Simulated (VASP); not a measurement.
A run of VASP 6.6.1 is set up as follows.

File INCAR:

```
SYSTEM = Rh
ALGO = Normal
EDIFF = 1E-6
ENCUT = 520
GGA = PS
ISIF = 2
ISMEAR = 0
LASPH = .TRUE.
LCHARG = .FALSE.
LREAL = .FALSE.
LWAVE = .FALSE.
NBANDS = 22
NELM = 100
PREC = Accurate
SIGMA = 0.05
```

The input KPOINTS:

```
k-points
0
G
  17 17 9
  0 0 0
```

File POSCAR:

```
Rh
1.0
    2.6822544679      0.0000000000      0.0000000000
   -1.3411272339      2.3229005086      0.0000000000
    0.0000000000      0.0000000000      4.3494784185
Rh
2
Direct
    0.6666666667      0.3333333333      0.7500000000
    0.3333333333      0.6666666667      0.2500000000
```

Potentials or basis: VASP PAW PBE potentials, release 64 (Rh_pv).

Run with:

```sh
$ cat potpaw_PBE.64/Rh_pv/POTCAR > POTCAR
$ mpirun -np 1 vasp_std > vasp.out
```

(1) Predict the pressure.

(2) What does it give for the band gap on the k mesh?

Answers

(1) -0.1 GPa.

(2) zero (bands 15 and 16 overlap by 2.47 eV).

Caveat: the PAW data sets were made with another functional, which shifts forces and pressure a little.
